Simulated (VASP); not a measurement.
# GaP (F-43m) in VASP: further runs

The runs below take GaP through single point, with PBE.

Everything below comes from runs of VASP 6.6.1. Logs are shortened: lines on timing, memory, paths and dates and some standing lists are left out, and cuts for length are marked.

### Step 1. The cell of the first run

Symmetry: F-43m, No. 216, cubic system. Conventional cell: a = 5.505 Å, b = 5.505 Å, c = 5.505 Å, α = 90.00°, β = 90.00°, γ = 90.00°. Ga (site symmetry -43m) has 4 P at 2.38 Å within 3.1 Å. P (site symmetry -43m) has 4 Ga at 2.38 Å within 3.1 Å.

### Step 2. Single point, PBE, non-collinear spin, zero start, spin-orbit coupling

INCAR

```
SYSTEM = GaP
PREC = Accurate ; ENCUT = 520
EDIFF = 1E-6 ; ISMEAR = 0
SIGMA = 0.02 ; LREAL = .FALSE.
LASPH = .TRUE. ; NELM = 150
ALGO = Normal ; ISIF = 2
LWAVE = .FALSE. ; LCHARG = .FALSE.
MAGMOM = 0 0 0 0 0 0 ; LORBIT = 11
LSORBIT = .TRUE. ; GGA_COMPAT = .FALSE.
LORBMOM = .TRUE. ; GGA = PE
NBANDS = 30
```

KPOINTS

```
regular mesh
0
G
  8 8 8
  0 0 0
```

POSCAR

```
GaP
1.0
    0.0000000000      2.7525368107      2.7525368107
    2.7525368107      0.0000000000      2.7525368107
    2.7525368107      2.7525368107      0.0000000000
Ga P
1 1
Direct
    0.0000000000      0.0000000000      0.0000000000
    0.2500000000      0.2500000000      0.2500000000
```

Potentials or basis: VASP PAW PBE potentials, release 64 (Ga_d, P).

Command:

```bash
$ cat potpaw_PBE.64/Ga_d/POTCAR potpaw_PBE.64/P/POTCAR > POTCAR
$ mpirun -np 1 vasp_ncl > vasp.out
```

OUTCAR:

```text
SYSTEM = GaP
   PREC = Accurate
   ENCUT = 520
   EDIFF = 1E-6
   ISMEAR = 0
   LREAL = .FALSE.
   LASPH = .TRUE.
   NELM = 150
   ISIF = 2
   LORBIT = 11
   LSORBIT = .TRUE.
   GGA = PE

 ion  position               nearest neighbor table
   1  0.000  0.000  0.000-   2 2.38   2 2.38   2 2.38   2 2.38
   2  0.250  0.250  0.250-   1 2.38   1 2.38   1 2.38   1 2.38

  LATTYP: Found a face centered cubic cell.
 ALAT       =     5.5050736214

  Lattice vectors:

 A1 = (   0.0000000000,   2.7525368107,   2.7525368107)
 A2 = (   2.7525368107,   0.0000000000,   2.7525368107)
 A3 = (   2.7525368107,   2.7525368107,   0.0000000000)

Analysis of symmetry for initial positions (statically):
=====================================================================
 Subroutine PRICEL returns:
 Original cell was already a primitive cell.

 Routine SETGRP: Setting up the symmetry group for a
 face centered cubic supercell.

 Subroutine GETGRP returns: Found 24 space group operations
 (whereof 24 operations were pure point group operations)
 out of a pool of 48 trial point group operations.

The static configuration has the point symmetry T_d .

Analysis of symmetry for dynamics (positions and initial velocities):
=====================================================================
 Subroutine PRICEL returns:
 Original cell was already a primitive cell.

 Routine SETGRP: Setting up the symmetry group for a
 face centered cubic supercell.

 Subroutine GETGRP returns: Found 24 space group operations
 (whereof 24 operations were pure point group operations)
 out of a pool of 48 trial point group operations.

The dynamic configuration has the point symmetry T_d .

Analysis of structural, dynamic, and magnetic symmetry:
=====================================================================
 Subroutine PRICEL returns:
 Original cell was already a primitive cell.

 Routine SETGRP: Setting up the symmetry group for a
 face centered cubic supercell.

 Subroutine GETGRP returns: Found 24 space group operations
 (whereof 24 operations were pure point group operations)
 out of a pool of 48 trial point group operations.

The overall configuration has the point symmetry T_d .

 Subroutine INISYM returns: Found 24 space group operations
 (whereof 24 operations are pure point group operations),
 and found     1 'primitive' translations

----------------------------------------------------------------------------------------

[... 970 lines left out ...]
 -----------------------------------------------------------------------------------
    total drift:                                0.000000      0.000000      0.000000

  FREE ENERGIE OF THE ION-ELECTRON SYSTEM (eV)
  ---------------------------------------------------
  free  energy   TOTEN  =        -9.1317280276 eV

  energy  without entropy=       -9.1317280276  energy(sigma->0) =       -9.13172803

 orbital moment (x)

 # of ion     p       d       tot
 ----------------------------------------
  1         0.000   0.000   0.000
  2        -0.000   0.000  -0.000
 ----------------------------------------
           -0.000   0.000  -0.000

 orbital moment (y)

 # of ion     p       d       tot
 ----------------------------------------
  1        -0.000   0.000  -0.000
  2         0.000   0.000   0.000
 ----------------------------------------
            0.000   0.000   0.000

 orbital moment (z)

 # of ion     p       d       tot
 ----------------------------------------
  1         0.000  -0.000   0.000
  2         0.000   0.000   0.000
 ----------------------------------------
            0.000  -0.000   0.000

 Spin-Orbit-Coupling matrix elements

 Ion:    1  E_soc:     -0.0115074
 l=   1
     0.0000000    -0.0010701    -0.0010701
    -0.0010701     0.0000000    -0.0010701
    -0.0010701    -0.0010701     0.0000000
 l=   2
     0.0000000    -0.0001725     0.0000000    -0.0001725    -0.0006753
    -0.0001725     0.0000000    -0.0005065    -0.0001725    -0.0001688
     0.0000000    -0.0005065     0.0000000    -0.0005065     0.0000000
    -0.0001725    -0.0001725    -0.0005065     0.0000000    -0.0001688
    -0.0006753    -0.0001688     0.0000000    -0.0001688     0.0000000
 l=   3
     0.0000000     0.0000000     0.0000000     0.0000000     0.0000000     0.0000000     0.0000000
     0.0000000     0.0000000     0.0000000     0.0000000     0.0000000     0.0000000     0.0000000
     0.0000000     0.0000000     0.0000000     0.0000000     0.0000000     0.0000000     0.0000000
     0.0000000     0.0000000     0.0000000     0.0000000     0.0000000     0.0000000     0.0000000
     0.0000000     0.0000000     0.0000000     0.0000000     0.0000000     0.0000000     0.0000000
     0.0000000     0.0000000     0.0000000     0.0000000     0.0000000     0.0000000     0.0000000
     0.0000000     0.0000000     0.0000000     0.0000000     0.0000000     0.0000000     0.0000000

 Ion:    2  E_soc:     -0.0008987
 l=   1
     0.0000000    -0.0001498    -0.0001498
    -0.0001498     0.0000000    -0.0001498
    -0.0001498    -0.0001498     0.0000000
 l=   2
     0.0000000     0.0000000     0.0000000     0.0000000     0.0000000
     0.0000000     0.0000000     0.0000000     0.0000000     0.0000000
     0.0000000     0.0000000     0.0000000     0.0000000     0.0000000
     0.0000000     0.0000000     0.0000000     0.0000000     0.0000000
     0.0000000     0.0000000     0.0000000     0.0000000     0.0000000
 l=   3
     0.0000000     0.0000000     0.0000000     0.0000000     0.0000000     0.0000000     0.0000000
     0.0000000     0.0000000     0.0000000     0.0000000     0.0000000     0.0000000     0.0000000
     0.0000000     0.0000000     0.0000000     0.0000000     0.0000000     0.0000000     0.0000000
     0.0000000     0.0000000     0.0000000     0.0000000     0.0000000     0.0000000     0.0000000
     0.0000000     0.0000000     0.0000000     0.0000000     0.0000000     0.0000000     0.0000000
     0.0000000     0.0000000     0.0000000     0.0000000     0.0000000     0.0000000     0.0000000
     0.0000000     0.0000000     0.0000000     0.0000000     0.0000000     0.0000000     0.0000000

 total charge

# of ion       s       p       d       tot
------------------------------------------
    1        0.859   0.817  10.006  11.682
    2        1.022   1.506   0.000   2.529
--------------------------------------------------
tot          1.882   2.323  10.006  14.211

 magnetization (x)

# of ion       s       p       d       tot
------------------------------------------
    1       -0.000  -0.000   0.000  -0.000
    2       -0.000  -0.000   0.000  -0.000
--------------------------------------------------
tot         -0.000  -0.000   0.000  -0.000

 magnetization (y)

# of ion       s       p       d       tot
------------------------------------------
    1        0.000   0.000   0.000   0.000
    2        0.000   0.000   0.000   0.000
--------------------------------------------------
tot          0.000   0.000   0.000   0.000

 magnetization (z)

# of ion       s       p       d       tot
------------------------------------------
    1       -0.000  -0.000  -0.000  -0.000
    2        0.000   0.000   0.000   0.000
--------------------------------------------------
tot         -0.000  -0.000  -0.000  -0.000
```

OSZICAR:

```text
N       E                     dE             d eps       ncg     rms          rms(c)
DAV:   1     0.129743163619E+03    0.12974E+03   -0.83089E+03  2844   0.175E+03
DAV:   2     0.800376835140E+01   -0.12174E+03   -0.11476E+03  2690   0.443E+02
DAV:   3    -0.876939150453E+01   -0.16773E+02   -0.16500E+02  3044   0.116E+02
DAV:   4    -0.937733360749E+01   -0.60794E+00   -0.60637E+00  3128   0.234E+01
DAV:   5    -0.939168989724E+01   -0.14356E-01   -0.14353E-01  3168   0.342E+00    0.414E+00
DAV:   6    -0.915296226908E+01    0.23873E+00   -0.32597E-01  3838   0.108E+01    0.252E+00
DAV:   7    -0.913083513641E+01    0.22127E-01   -0.14418E-01  2994   0.256E+00    0.116E+00
DAV:   8    -0.913171261717E+01   -0.87748E-03   -0.23088E-02  3316   0.248E+00    0.226E-01
DAV:   9    -0.913150785803E+01    0.20476E-03   -0.28146E-03  3664   0.110E+00    0.131E-01
DAV:  10    -0.913162164968E+01   -0.11379E-03   -0.43795E-04  3820   0.239E-01    0.341E-02
DAV:  11    -0.913170884145E+01   -0.87192E-04   -0.12136E-04  2978   0.147E-01    0.140E-02
DAV:  12    -0.913172781216E+01   -0.18971E-04   -0.36343E-05  2886   0.479E-02    0.838E-03
DAV:  13    -0.913172802758E+01   -0.21542E-06   -0.15010E-06  2984   0.107E-02
   1 F= -.91317280E+01 E0= -.91317280E+01  d E =-.117875E-24  mag=    -0.0000    -0.0000     0.0000
```

Wall time 1.8 min (1 thread of Intel Xeon Platinum 8488C (Sapphire Rapids), shared host); peak memory 0.31 GiB.

What came out:

- Free energy: -9.1317 eV
- Pressure: -0.1 GPa
- Net moment: 0.00 μB per cell
- Valence electrons inside the program's atomic spheres: Ga 11.68; P 2.53

Moments on the atoms (μB; x, y, z):
```
Ga  0.00 0.00 0.00
P   0.00 0.00 0.00
```

### Step 3. Single point, PBE

This run uses another cell than the first one, of 18.98 Å³/atom, 0.910 times its volume.

INCAR

```
SYSTEM = GaP
ALGO     = Normal         ! electronic algorithm
EDIFF    = 1E-6           ! SCF threshold, eV
ENCUT    = 500            ! plane-wave cutoff, eV
GGA      = PE             ! functional
GGA_COMPAT= .False.      
ISIF     = 2              ! what is computed and relaxed
ISMEAR   = 0              ! smearing method
LASPH    = .True.         ! aspherical terms in the spheres
LCHARG   = .False.        ! write CHGCAR
LREAL    = .False.        ! projectors in reciprocal space
LWAVE    = .False.        ! write WAVECAR
NBANDS   = 16             ! bands
NELM     = 120            ! most SCF steps
PREC     = Accurate       ! precision mode
SIGMA    = 0.02           ! smearing width, eV
```

KPOINTS

```
k-points
0
Gamma
  8 8 8
  0 0 0
```

POSCAR

```
GaP
1.0
    0.0000000000      2.6673516004      2.6673516004
    2.6673516004      0.0000000000      2.6673516004
    2.6673516004      2.6673516004      0.0000000000
Ga P
1 1
Direct
    0.0000000000      0.0000000000      0.0000000000
    0.2500000000      0.2500000000      0.2500000000
```

Potentials or basis: VASP PAW PBE potentials, release 64 (Ga_d, P).

Command:

```bash
$ cat potpaw_PBE.64/Ga_d/POTCAR potpaw_PBE.64/P/POTCAR > POTCAR
$ mpirun -np 1 vasp_std > vasp.out
```

Wall time 14 s (1 thread of Intel Xeon 6975P-C, shared host); peak memory 0.16 GiB.

Results (log left out):

```
Free energy            : -9.0286 eV
Pressure               : 8.9 GPa
Band gap on the k mesh : 1.51 eV, indirect (least direct gap 2.37 eV)
```

Levels at points of the mesh, in eV from the valence-band top:
```csv
k point,band 7,band 8,band 9,band 10,band 11,band 12
"(0.00, 0.00, 0.00)",0.00,0.00,0.00,2.37,3.86,3.86
"(0.50, 0.00, 0.00)",-7.02,-1.22,-1.22,1.87,4.70,4.70
"(0.50, 0.50, 0.00)",-7.07,-2.92,-2.92,1.51,1.75,11.08
```

(Part 1 of 2 ends here.)
